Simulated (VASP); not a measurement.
# SnTe (I4/mmm) in VASP: notebook

Runs on SnTe. Level: PBEsol. Tasks: single point.

All numbers are computed with VASP 6.6.1; they aren't measurements. Logs are shortened: lines on timing, memory, paths and dates and some standing lists are left out, and cuts for length are marked.

### 1 The cell of the first run

The structure is tetragonal, space group I4/mmm (No. 139). Conventional cell: a = 4.712 Å, b = 4.712 Å, c = 5.665 Å, α = 90.00°, β = 90.00°, γ = 90.00°. Sn (site symmetry 4/mmm) has 6 Te at 2.83 to 3.33 Å within 3.7 Å. Within 3.7 Å of Te (site symmetry 4/mmm) lie 6 Sn at 2.83 to 3.33 Å.

### 2 Single point, PBEsol

INCAR

```
ALGO = Normal
EDIFF = 1E-6
ENCUT = 520
GGA = PS
ISIF = 2
ISMEAR = 0
LASPH = T
LCHARG = F
LREAL = F
LWAVE = F
NBANDS = 17
NELM = 80
PREC = Accurate
SIGMA = 0.03
```

KPOINTS

```
k-points
0
Gamma
  10 10 10
```

POSCAR

```
SnTe
1.0
    0.0000000000      3.3322134915      2.8323814678
    3.3322134915      0.0000000000      2.8323814678
    3.3322134915      3.3322134915      0.0000000000
Sn Te
1 1
Direct
    0.0000000000      0.0000000000      0.0000000000
    0.5000000000      0.5000000000      0.5000000000
```

Potentials or basis: VASP PAW PBE potentials, release 64 (Sn_d, Te).

Launch:

```console
cat potpaw_PBE.64/Sn_d/POTCAR potpaw_PBE.64/Te/POTCAR > POTCAR
mpirun -np 1 vasp_std > vasp.out
```

OUTCAR:

```text
EDIFF = 1E-6
   ENCUT = 520
   GGA = PS
   ISIF = 2
   ISMEAR = 0
   LASPH = T
   LREAL = F
   NELM = 80
   PREC = Accurate

 ion  position               nearest neighbor table
   1  0.000  0.000  0.000-   2 2.83   2 2.83   2 3.33   2 3.33   2 3.33   2 3.33
   2  0.500  0.500  0.500-   1 2.83   1 2.83   1 3.33   1 3.33   1 3.33   1 3.33

  LATTYP: Found a body centered tetragonal cell.
 ALAT       =     4.7124615124
 C/A-ratio  =     1.2020815280

  Lattice vectors:

 A1 = (   0.0000000000,  -3.3322134915,  -2.8323814678)
 A2 = (   0.0000000000,   3.3322134915,  -2.8323814678)
 A3 = (   3.3322134915,   0.0000000000,   2.8323814678)

Analysis of symmetry for initial positions (statically):
=====================================================================
 Subroutine PRICEL returns:
 Original cell was already a primitive cell.

 Routine SETGRP: Setting up the symmetry group for a
 body centered tetragonal supercell.

 Subroutine GETGRP returns: Found 16 space group operations
 (whereof 16 operations were pure point group operations)
 out of a pool of 16 trial point group operations.

The static configuration has the point symmetry D_4h.

Analysis of symmetry for dynamics (positions and initial velocities):
=====================================================================
 Subroutine PRICEL returns:
 Original cell was already a primitive cell.

 Routine SETGRP: Setting up the symmetry group for a
 body centered tetragonal supercell.

 Subroutine GETGRP returns: Found 16 space group operations
 (whereof 16 operations were pure point group operations)
 out of a pool of 16 trial point group operations.

The dynamic configuration has the point symmetry D_4h.

 Subroutine INISYM returns: Found 16 space group operations
 (whereof 16 operations are pure point group operations),
 and found     1 'primitive' translations

----------------------------------------------------------------------------------------

                                     Primitive cell

  volume of cell :      62.8995

  direct lattice vectors                    reciprocal lattice vectors
     0.000000000  3.332213492  2.832381468    -0.150050410  0.150050410  0.176529894
     3.332213492  0.000000000  2.832381468     0.150050410 -0.150050410  0.176529894
     3.332213492  3.332213492  0.000000000     0.150050410  0.150050410 -0.176529894

  length of vectors
[... 76 lines left out ...]
   ISPIN  =      1    spin polarized calculation?
   LNONCOLLINEAR =      F non collinear calculations
   LSORBIT =      F    spin-orbit coupling
   LASPH  =      T    aspherical Exc in radial PAW
   ENCUT  =  520.0 eV  38.22 Ry    6.18 a.u.   8.13  8.13  8.76*2*pi/ulx,y,z
   NELM   =     80;   NELMIN=  2; NELMDL= -5     # of ELM steps
   EDIFF  = 0.1E-05   stopping-criterion for ELM
   LREAL  =      F    real-space projection
   EDIFFG = 0.1E-04   stopping-criterion for IOM
   NSW    =      0    number of steps for IOM
   IBRION =     -1    ionic relax: 0-MD 1-quasi-New 2-CG
   NFREE  =      0    steps in history (QN), initial steepest desc. (CG)
   ISIF   =      2    stress and relaxation
   ISYM   =      2    0-nonsym 1-usesym 2-fastsym
   POTIM  = 0.5000    time-step for ionic-motion
   TEBEG  =    0.0;   TEEND  =   0.0 temperature during run
   PSTRESS=    0.0 pullay stress
   NELECT =      20.0000    total number of electrons
   NUPDOWN=      -1.0000    fix difference up-down
   EMIN   =  10.00;   EMAX   =-10.00  energy-range for DOS
   EFERMI =   0.00;   METHOD = LEGACY
   ISMEAR =     0;   SIGMA  =   0.03  broadening in eV -4-tet -1-fermi 0-gaus
   EFERMI_NEDOS =   21; number of points for ismear=-14 and -15
   IALGO  =     38    algorithm
   IMIX   =      4    mixing-type and parameters
     AMIX     =   0.40;   BMIX     =  1.00
     AMIX_MAG =   1.60;   BMIX_MAG =  1.00
  volume/ion in A,a.u.               =      31.45       212.23
  Fermi-wavevector in a.u.,A,eV,Ry     =   1.117384  2.111549 16.987507  1.248547
  Thomas-Fermi vector in A             =   2.254006
   LORBIT       =      0    0 simple, 1 ext, 2 COOP (PROOUT), +10 PAW based schemes
   GGA     = PS    functional components
   LHFCALC =     F    Hartree Fock is set to
   AEXX    =    0.0000 exact exchange contribution
   IVDW    =     0    specifies the selected vdW correction
   LEPSILON=     F    determine dielectric tensor
   LRPA    =     F    only Hartree local field effects (RPA)
 non-spin polarized calculation
 Gauss-broadening in eV      SIGMA  =   0.03
  energy-cutoff  :      520.00
  volume of cell :       62.90
 maximum number of plane-waves:      1738
 NGX is ok and might be reduce to    36

 number of electron      19.9999996 magnetization

 Free energy of the ion-electron system (eV)
  ---------------------------------------------------
  ext. energy  EPLUGINS =         0.00000000
  ---------------------------------------------------
  free energy    TOTEN  =        -7.84195341 eV

  energy without entropy =       -7.84108230  energy(sigma->0) =       -7.84151785

 E-fermi :   6.8787     XC(G=0):  -9.6055

 val. band max:        6.8776516750   @ k =   0.4000  -0.0000   0.0000
 cond. band min:       6.8950030976   @ k =  -0.4000   0.1000   0.2000
 fundamental gap:      0.0173514226
 Fermi energy:         6.8786937646

 k-point     1 :       0.0000    0.0000    0.0000
  band No.  band energies     occupation
      1     -15.0696      2.00000
      2     -15.0579      2.00000
      3     -15.0514      2.00000
      4     -15.0374      2.00000
      5     -15.0374      2.00000
      6      -6.2400      2.00000
[... 457 lines left out ...]
      4     -15.0272      2.00000
      5     -15.0269      2.00000
      6      -4.7412      2.00000
[... 9 lines left out ...]
     16      14.8375      0.00000
     17      17.4269      0.00000

 [... further k-points ...]
[... 5 lines left out ...]
  --------------------------------------------------------------------------------------
  -------------------------------------------------------------------------------------
  Total       -1.9185528     -1.9185528      6.1374307      0.0000000      0.0000000     -0.0000000
  in kB      -48.8693937    -48.8693937    156.3326935      0.0000000      0.0000000     -0.0000000
  external PRESSURE =      19.5313020 kB  Pullay stress =       0.0000000 kB

 VOLUME and BASIS-vectors are now :
 -----------------------------------------------------------------------------
  energy-cutoff  :      520.00
  volume of cell :       62.90
      direct lattice vectors                 reciprocal lattice vectors
     0.000000000  3.332213492  2.832381468    -0.150050410  0.150050410  0.176529894
     3.332213492  0.000000000  2.832381468     0.150050410 -0.150050410  0.176529894
     3.332213492  3.332213492  0.000000000     0.150050410  0.150050410 -0.176529894

 POSITION                                       TOTAL-FORCE (eV/Angst)
 -----------------------------------------------------------------------------------
      0.00000      0.00000      0.00000         0.000000      0.000000     -0.000000
      3.33221      3.33221      2.83238        -0.000000     -0.000000      0.000000
 -----------------------------------------------------------------------------------
    total drift:                               -0.000000      0.000000      0.000000

  FREE ENERGIE OF THE ION-ELECTRON SYSTEM (eV)
  ---------------------------------------------------
  free  energy   TOTEN  =        -7.8419534107 eV

  energy  without entropy=       -7.8410822980  energy(sigma->0) =       -7.84151785
```

stdout:

```text
POSCAR found type information on POSCAR SnTe
 POSCAR found :  2 types and       2 ions
 scaLAPACK will be used
 -----------------------------------------------------------------------------
|                                                                             |
|                                                                             |
|     You enforced a specific xc type in the INCAR file but a different       |
|     I HOPE YOU KNOW WHAT YOU ARE DOING!                                     |
|                                                                             |
 -----------------------------------------------------------------------------

 LDA part: xc-table for (Slater+PW92), standard interpolation
 POSCAR, INCAR and KPOINTS ok, starting setup
 FFT: planning ... GRIDC
 FFT: planning ... GRID_SOFT
 FFT: planning ... GRID
 WAVECAR not read
 entering main loop
```

Run time: 78 s. Hardware: 1 thread of Intel Xeon Platinum 8488C (Sapphire Rapids), shared host; peak memory 0.28 GiB.

Results:

```yaml
Free_energy: -7.8420 eV
Pressure: 2.0 GPa
Band_gap_on_the_k_mesh: zero (bands 10 and 11 overlap by 0.35 eV)
```

Caveat: the stress differs along the axes, from -5 to 16 GPa; semilocal functionals underestimate gaps, and a narrow one can read as zero; the PAW data sets were made with another functional, which shifts forces and pressure a little; spin-orbit coupling is left out, which moves the levels of the heavy elements.

### 3 Single point, PBEsol

This run uses another cell than the first one, of the same volume but with other edges.

INCAR

```
SYSTEM = SnTe
PREC     = Accurate       ! precision mode
ENCUT    = 520            ! plane-wave cutoff, eV
EDIFF    = 1E-7           ! SCF threshold, eV
ISMEAR   = 0              ! smearing method
SIGMA    = 0.03           ! smearing width, eV
LREAL    = .FALSE.        ! projectors in reciprocal space
LASPH    = .TRUE.         ! aspherical terms in the spheres
NELM     = 80             ! most SCF steps
ALGO     = Normal         ! electronic algorithm
ISIF     = 2              ! what is computed and relaxed
LWAVE    = .FALSE.        ! write WAVECAR
LCHARG   = .TRUE.         ! write CHGCAR
GGA      = PS             ! functional
LELF     = .TRUE.         ! ELF
LVHAR    = .TRUE.       
NBANDS   = 17             ! bands
```

KPOINTS

```
Automatic mesh
0
G
  10 10 10
  0 0 0
```

POSCAR

```
SnTe
1.0
    0.0000000000      2.9703802252      3.5644562702
    2.9703802252      0.0000000000      3.5644562702
    2.9703802252      2.9703802252      0.0000000000
Sn Te
1 1
Direct
    0.0000000000      0.0000000000      0.0000000000
    0.5000000000      0.5000000000      0.5000000000
```

Potentials or basis: VASP PAW PBE potentials, release 64 (Sn_d, Te).

Launch:

```console
cat potpaw_PBE.64/Sn_d/POTCAR potpaw_PBE.64/Te/POTCAR > POTCAR
mpirun -np 1 vasp_std > vasp.out
```

OUTCAR:

```text
SYSTEM = SnTe
   PREC = Accurate
   ENCUT = 520
   EDIFF = 1E-7
   ISMEAR = 0
   LREAL = .FALSE.
   LASPH = .TRUE.
   NELM = 80
   ISIF = 2
   GGA = PS

 ion  position               nearest neighbor table
   1  0.000  0.000  0.000-   2 2.97   2 2.97   2 2.97   2 2.97   2 3.56   2 3.56
   2  0.500  0.500  0.500-   1 2.97   1 2.97   1 2.97   1 2.97   1 3.56   1 3.56

  LATTYP: Found a body centered tetragonal cell.
 ALAT       =     4.2007519999
 C/A-ratio  =     1.6970562748

  Lattice vectors:

 A1 = (  -2.9703802252,   0.0000000000,   3.5644562702)
 A2 = (   2.9703802252,   0.0000000000,   3.5644562702)
 A3 = (   0.0000000000,   2.9703802252,  -3.5644562702)

Analysis of symmetry for initial positions (statically):
=====================================================================
 Subroutine PRICEL returns:
 Original cell was already a primitive cell.

 Routine SETGRP: Setting up the symmetry group for a
 body centered tetragonal supercell.

 Subroutine GETGRP returns: Found 16 space group operations
 (whereof 16 operations were pure point group operations)
 out of a pool of 16 trial point group operations.

The static configuration has the point symmetry D_4h.

Analysis of symmetry for dynamics (positions and initial velocities):
=====================================================================
 Subroutine PRICEL returns:
 Original cell was already a primitive cell.

 Routine SETGRP: Setting up the symmetry group for a
 body centered tetragonal supercell.

 Subroutine GETGRP returns: Found 16 space group operations
 (whereof 16 operations were pure point group operations)
 out of a pool of 16 trial point group operations.

The dynamic configuration has the point symmetry D_4h.

 Subroutine INISYM returns: Found 16 space group operations
 (whereof 16 operations are pure point group operations),
 and found     1 'primitive' translations

----------------------------------------------------------------------------------------

                                     Primitive cell

[... 105 lines left out ...]
   ISMEAR =     0;   SIGMA  =   0.03  broadening in eV -4-tet -1-fermi 0-gaus
   EFERMI_NEDOS =   21; number of points for ismear=-14 and -15
   IALGO  =     38    algorithm
   IMIX   =      4    mixing-type and parameters
     AMIX     =   0.40;   BMIX     =  1.00
     AMIX_MAG =   1.60;   BMIX_MAG =  1.00
  volume/ion in A,a.u.               =      31.45       212.23
  Fermi-wavevector in a.u.,A,eV,Ry     =   1.117384  2.111549 16.987507  1.248547
  Thomas-Fermi vector in A             =   2.254006
   LORBIT       =      0    0 simple, 1 ext, 2 COOP (PROOUT), +10 PAW based schemes
   GGA     = PS    functional components
   LHFCALC =     F    Hartree Fock is set to
   AEXX    =    0.0000 exact exchange contribution
   IVDW    =     0    specifies the selected vdW correction
   LEPSILON=     F    determine dielectric tensor
   LRPA    =     F    only Hartree local field effects (RPA)
 non-spin polarized calculation
 Gauss-broadening in eV      SIGMA  =   0.03
  energy-cutoff  :      520.00
  volume of cell :       62.90
 maximum number of plane-waves:      1710
   NGX = 17   NGY = 17   NGZ = 15

 number of electron      20.0000000 magnetization

 Free energy of the ion-electron system (eV)
  ---------------------------------------------------
  ext. energy  EPLUGINS =         0.00000000
  ---------------------------------------------------
  free energy    TOTEN  =        -7.91564865 eV

  energy without entropy =       -7.91532195  energy(sigma->0) =       -7.91548530

 E-fermi :   6.6280     XC(G=0):  -9.5848

 val. band max:        6.5953666710   @ k =   0.5000   0.1000   0.2000
 cond. band min:       6.6385749228   @ k =   0.5000  -0.0000   0.1000
 fundamental gap:      0.0432082519
 Fermi energy:         6.6280414645

 k-point     1 :       0.0000    0.0000    0.0000
  band No.  band energies     occupation
      1     -15.0757      2.00000
      2     -15.0403      2.00000
      3     -15.0403      2.00000
      4     -15.0162      2.00000
      5     -15.0059      2.00000
      6      -6.2404      2.00000
[... 457 lines left out ...]
      4     -15.0163      2.00000
      5     -15.0061      2.00000
      6      -5.5160      2.00000
[... 9 lines left out ...]
     16      15.4404      0.00000
     17      16.4448      0.00000

 [... further k-points ...]
[... 5 lines left out ...]
  --------------------------------------------------------------------------------------
  -------------------------------------------------------------------------------------
  Total        3.1344922      3.1344922     -2.7866146      0.0000000     -0.0000000      0.0000000
  in kB       79.8418151     79.8418151    -70.9806741      0.0000000     -0.0000000      0.0000000
  external PRESSURE =      29.5676520 kB  Pullay stress =       0.0000000 kB

 VOLUME and BASIS-vectors are now :
 -----------------------------------------------------------------------------
  energy-cutoff  :      520.00
  volume of cell :       62.90
      direct lattice vectors                 reciprocal lattice vectors
     0.000000000  2.970380225  3.564456270    -0.168328619  0.168328619  0.140273849
     2.970380225  0.000000000  3.564456270     0.168328619 -0.168328619  0.140273849
     2.970380225  2.970380225  0.000000000     0.168328619  0.168328619 -0.140273849

 POSITION                                       TOTAL-FORCE (eV/Angst)
 -----------------------------------------------------------------------------------
      0.00000      0.00000      0.00000        -0.000000      0.000000     -0.000000
      2.97038      2.97038      3.56446         0.000000     -0.000000      0.000000
 -----------------------------------------------------------------------------------
    total drift:                               -0.000000      0.000000      0.000000

  FREE ENERGIE OF THE ION-ELECTRON SYSTEM (eV)
  ---------------------------------------------------
  free  energy   TOTEN  =        -7.9156486545 eV

  energy  without entropy=       -7.9153219461  energy(sigma->0) =       -7.91548530
```

stdout:

```text
POSCAR found type information on POSCAR SnTe
 POSCAR found :  2 types and       2 ions
 scaLAPACK will be used
 -----------------------------------------------------------------------------
|                                                                             |
|                                                                             |
|     You enforced a specific xc type in the INCAR file but a different       |
|     I HOPE YOU KNOW WHAT YOU ARE DOING!                                     |
|                                                                             |
 -----------------------------------------------------------------------------

 LDA part: xc-table for (Slater+PW92), standard interpolation
 POSCAR, INCAR and KPOINTS ok, starting setup
 FFT: planning ... GRIDC
 FFT: planning ... GRID_SOFT
 FFT: planning ... GRID
 WAVECAR not read
 entering main loop
```

It took 90 s on 1 thread of Intel Xeon Platinum 8488C (Sapphire Rapids), shared host; peak memory 0.26 GiB.

What came out:

| Item | Value |
| --- | --- |
| Free energy | -7.9156 eV |
| Pressure | 3.0 GPa |
| Band gap on the k mesh | zero (bands 10 and 11 overlap by 0.53 eV) |

Stress tensor (GPa, compression positive):
```
 7.98  0.00  0.00
 0.00  7.98  0.00
 0.00  0.00 -7.10
```

Caveat: the stress differs along the axes, from -7 to 8 GPa; semilocal functionals underestimate gaps, and a narrow one can read as zero; the PAW data sets were made with another functional, which shifts forces and pressure a little; spin-orbit coupling is left out, which moves the levels of the heavy elements.

### 4 Single point, PBEsol

This run uses another cell than the first one, of the same volume but with other edges.

INCAR

```
SYSTEM = SnTe
ALGO = Normal
EDIFF = 1E-6
ENCUT = 520
GGA = PS
ISIF = 2
ISMEAR = 0
LASPH = .TRUE.
LCHARG = .TRUE.
LELF = .TRUE.
LREAL = .FALSE.
LVHAR = .TRUE.
LWAVE = .FALSE.
NBANDS = 17
NELM = 60
PREC = Accurate
SIGMA = 0.03
```

KPOINTS

```
k-points
0
G
  10 10 10
  0 0 0
```

POSCAR

```
SnTe
1.0
    0.0000000000      3.4290534875      2.6746617202
    3.4290534875      0.0000000000      2.6746617202
    3.4290534875      3.4290534875      0.0000000000
Sn Te
1 1
Direct
    0.0000000000      0.0000000000      0.0000000000
    0.5000000000      0.5000000000      0.5000000000
```

Launch:

```console
cat potpaw_PBE.64/Sn_d/POTCAR potpaw_PBE.64/Te/POTCAR > POTCAR
mpirun -np 1 vasp_std > vasp.out
```

Wall time 86 s (1 thread of Intel Xeon Platinum 8488C (Sapphire Rapids), shared host); peak memory 0.26 GiB.

It converged, with:

```
Free energy            : -7.2254 eV
Pressure               : 6.4 GPa
Band gap on the k mesh : zero (bands 10 and 11 overlap by 1.37 eV)
```

Stress tensor (GPa, compression positive):
```
-4.89  0.00  0.00
 0.00 -4.89  0.00
 0.00  0.00 29.04
```

Levels at points of the mesh, in eV from the Fermi level:
```csv
k point,band 7,band 8,band 9,band 10,band 11,band 12,band 13,band 14
"(0.00, 0.00, 0.00)",-4.40,-4.37,-1.50,-1.50,1.47,1.47,4.36,4.36
"(0.50, 0.00, 0.00)",-8.95,-2.32,-2.27,-0.78,-0.33,1.39,1.99,7.05
"(0.50, 0.50, 0.00)",-6.69,-6.28,-4.45,-4.45,1.59,4.41,4.41,7.77
"(0.50, 0.00, 0.50)",-5.73,-5.67,-5.27,-2.22,2.01,2.52,5.24,6.87
```

Caveat: the stress differs along the axes, from -5 to 29 GPa; the PAW data sets were made with another functional, which shifts forces and pressure a little; spin-orbit coupling is left out, which moves the levels of the heavy elements.

(Part 1 of 2 ends here.)

The gap in the log of VASP goes by the Fermi energy; the results here count the filled bands.